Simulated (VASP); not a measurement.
# Ga3Se (Pm-3m) in VASP: further runs, part 2 of 2

VASP 6.6.1. The steps go on from the part before.

## Step 5: Single point, LDA

This run uses another cell than the first one, of 20.90 Å³/atom, 0.923 times its volume.

File INCAR:

```
ALGO = Normal
EDIFF = 1E-6
ENCUT = 520
ISIF = 2
ISMEAR = -1
LASPH = True
LCHARG = True
LELF = True
LREAL = False
LVHAR = True
LWAVE = False
NBANDS = 30
NELM = 80
PREC = Accurate
SIGMA = 0.05
```

File KPOINTS:

```
k-points
0
Gamma
  6 6 6
```

File POSCAR:

```
Ga3Se
1.0
    4.3725594808      0.0000000000      0.0000000000
    0.0000000000      4.3725594808      0.0000000000
    0.0000000000      0.0000000000      4.3725594808
Se Ga
1 3
Direct
    0.0000000000      0.0000000000      0.0000000000
    0.5000000000      0.5000000000      0.0000000000
    0.5000000000      0.0000000000      0.5000000000
    0.0000000000      0.5000000000      0.5000000000
```

Potentials or basis: VASP PAW LDA potentials, release 64 (Se, Ga_d).

Command:

```
$ cat potpaw_LDA.64/Se/POTCAR potpaw_LDA.64/Ga_d/POTCAR > POTCAR
$ mpirun -np 1 vasp_std > vasp.out
```

OUTCAR:

```text
EDIFF = 1E-6
   ENCUT = 520
   ISIF = 2
   ISMEAR = -1
   LASPH = True
   LREAL = False
   NELM = 80
   PREC = Accurate

 ion  position               nearest neighbor table
   1  0.000  0.000  0.000-
   2  0.500  0.500  0.000-
   3  0.500  0.000  0.500-
   4  0.000  0.500  0.500-

  LATTYP: Found a simple cubic cell.
 ALAT       =     4.3725594808

  Lattice vectors:

 A1 = (   4.3725594808,   0.0000000000,   0.0000000000)
 A2 = (   0.0000000000,   4.3725594808,   0.0000000000)
 A3 = (   0.0000000000,   0.0000000000,   4.3725594808)

Analysis of symmetry for initial positions (statically):
=====================================================================
 Subroutine PRICEL returns:
 Original cell was already a primitive cell.

 Routine SETGRP: Setting up the symmetry group for a
 simple cubic supercell.

 Subroutine GETGRP returns: Found 48 space group operations
 (whereof 48 operations were pure point group operations)
 out of a pool of 48 trial point group operations.

The static configuration has the point symmetry O_h .

Analysis of symmetry for dynamics (positions and initial velocities):
=====================================================================
 Subroutine PRICEL returns:
 Original cell was already a primitive cell.

 Routine SETGRP: Setting up the symmetry group for a
 simple cubic supercell.

 Subroutine GETGRP returns: Found 48 space group operations
 (whereof 48 operations were pure point group operations)
 out of a pool of 48 trial point group operations.

The dynamic configuration has the point symmetry O_h .

 Subroutine INISYM returns: Found 48 space group operations
 (whereof 48 operations are pure point group operations),
 and found     1 'primitive' translations
[... 107 lines left out ...]
   EMIN   =  10.00;   EMAX   =-10.00  energy-range for DOS
   EFERMI =   0.00;   METHOD = LEGACY
   ISMEAR =    -1;   SIGMA  =   0.05  broadening in eV -4-tet -1-fermi 0-gaus
   EFERMI_NEDOS =   21; number of points for ismear=-14 and -15
   IALGO  =     38    algorithm
   IMIX   =      4    mixing-type and parameters
     AMIX     =   0.40;   BMIX     =  1.00
     AMIX_MAG =   1.60;   BMIX_MAG =  1.00
  volume/ion in A,a.u.               =      20.90       141.04
  Fermi-wavevector in a.u.,A,eV,Ry     =   1.331711  2.516569 24.129304  1.773454
  Thomas-Fermi vector in A             =   2.460701
   LORBIT       =      0    0 simple, 1 ext, 2 COOP (PROOUT), +10 PAW based schemes
   GGA     = CA    functional components
   LHFCALC =     F    Hartree Fock is set to
   AEXX    =    0.0000 exact exchange contribution
   IVDW    =     0    specifies the selected vdW correction
   LEPSILON=     F    determine dielectric tensor
   LRPA    =     F    only Hartree local field effects (RPA)
 non-spin polarized calculation
  energy-cutoff  :      520.00
  volume of cell :       83.60
 maximum number of plane-waves:      2301
 NGX is ok and might be reduce to    36
   NGX = 17   NGY = 17   NGZ = 17

 number of electron      45.0000000 magnetization

 Free energy of the ion-electron system (eV)
  ---------------------------------------------------
  ext. energy  EPLUGINS =         0.00000000
  ---------------------------------------------------
  free energy    TOTEN  =       -14.91508357 eV

  energy without entropy =      -14.90557286  energy(sigma->0) =      -14.91032821

 E-fermi :   4.7842     XC(G=0): -10.7474

 val. band max:        4.7061828085   @ k =   0.5000   0.1667   0.0000
 cond. band min:       4.9095766012   @ k =   0.1667   0.1667   0.0000
 fundamental gap:      0.2033937926
 Fermi energy:         4.7841587594

 k-point     1 :       0.0000    0.0000    0.0000
  band No.  band energies     occupation
      1     -10.3450      2.00000
      2     -10.3148      2.00000
      3     -10.3148      2.00000
      4     -10.3148      2.00000
      5     -10.2552      2.00000
      6     -10.2552      2.00000
[... 649 lines left out ...]
     29      13.5432      0.00000
     30      13.5432      0.00000

------------------------ aborting loop because EDIFF is reached ----------------------------------------

  FORCE on cell =-STRESS in cart. coord.  units (eV):
  Direction    XX          YY          ZZ          XY          YZ          ZX
  --------------------------------------------------------------------------------------
  -------------------------------------------------------------------------------------
  Total       -1.7776486     -1.7776486     -1.7776486      0.0000000      0.0000000     -0.0000000
  in kB      -34.0682112    -34.0682112    -34.0682112      0.0000000      0.0000000     -0.0000000
  external PRESSURE =     -34.0682112 kB  Pullay stress =       0.0000000 kB

 VOLUME and BASIS-vectors are now :
 -----------------------------------------------------------------------------
  energy-cutoff  :      520.00
  volume of cell :       83.60
      direct lattice vectors                 reciprocal lattice vectors
     4.372559481  0.000000000  0.000000000     0.228699004  0.000000000  0.000000000
     0.000000000  4.372559481  0.000000000     0.000000000  0.228699004  0.000000000
     0.000000000  0.000000000  4.372559481     0.000000000  0.000000000  0.228699004

 POSITION                                       TOTAL-FORCE (eV/Angst)
 -----------------------------------------------------------------------------------
      0.00000      0.00000      0.00000         0.000000      0.000000      0.000000
      2.18628      2.18628      0.00000         0.000000      0.000000      0.000000
      2.18628      0.00000      2.18628         0.000000      0.000000      0.000000
      0.00000      2.18628      2.18628         0.000000      0.000000      0.000000
 -----------------------------------------------------------------------------------
    total drift:                                0.000000      0.000000      0.000000

  FREE ENERGIE OF THE ION-ELECTRON SYSTEM (eV)
  ---------------------------------------------------
  free  energy   TOTEN  =       -14.9150835686 eV

  energy  without entropy=      -14.9055728572  energy(sigma->0) =      -14.91032821
```

OSZICAR:

```text
N       E                     dE             d eps       ncg     rms          rms(c)
DAV:   1     0.313926201410E+03    0.31393E+03   -0.21546E+04  1228   0.247E+03
DAV:   2     0.268531549135E+02   -0.28707E+03   -0.27899E+03  1206   0.525E+02
DAV:   3    -0.133593927782E+02   -0.40213E+02   -0.38491E+02  1398   0.141E+02
DAV:   4    -0.150139611750E+02   -0.16546E+01   -0.16405E+01  1406   0.289E+01
DAV:   5    -0.150558822593E+02   -0.41921E-01   -0.41895E-01  1378   0.467E+00    0.337E+00
DAV:   6    -0.149293434072E+02    0.12654E+00   -0.33005E-01  1574   0.615E+00    0.198E+00
DAV:   7    -0.149186530839E+02    0.10690E-01   -0.48903E-02  1376   0.119E+00    0.775E-01
DAV:   8    -0.149152131526E+02    0.34399E-02   -0.75955E-03  1446   0.657E-01    0.854E-02
DAV:   9    -0.149150841366E+02    0.12902E-03   -0.13242E-03  1546   0.289E-01    0.428E-02
DAV:  10    -0.149150816864E+02    0.24502E-05   -0.13954E-04  1438   0.124E-01    0.151E-02
DAV:  11    -0.149150840996E+02   -0.24132E-05   -0.19799E-05  1466   0.371E-02    0.121E-02
DAV:  12    -0.149150835686E+02    0.53101E-06   -0.22842E-06  1002   0.124E-02
   1 F= -.14915084E+02 E0= -.14910328E+02  d E =-.951071E-02
```

It took 19 s on 1 thread of Intel Xeon 6975P-C (Granite Rapids), shared host; peak memory 0.19 GiB.

Results:

- Free energy: -14.9151 eV
- Pressure: -3.4 GPa

## Step 6: Overview

```tsv
level	potentials or basis	cell	gap on the mesh (eV)	pressure (GPa)
PBEsol	VASP PAW PBE potentials, release 64 (Se, Ga_d)	a = 4.491 Å, 4 atoms	none	-4.7
PBEsol	VASP PAW PBE potentials, release 64 (Se, Ga_d)	a = 4.519 Å, 4 atoms	none	-5.2
PBE	VASP PAW PBE potentials, release 64 (Se, Ga_d)	a = 4.342 Å, 4 atoms	none	2.4
LDA	VASP PAW LDA potentials, release 64 (Se, Ga_d)	a = 4.373 Å, 4 atoms	none	-3.4
```

Alike in all rows: task single point; no spin polarisation; k mesh 6 × 6 × 6; cutoff (eV) 520; smearing fermi-dirac 0.05 eV.

Caveats: the PAW data sets were made with another functional, which shifts forces and pressure a little (some runs).

Absolute energies hang on the potentials; compare differences alone.
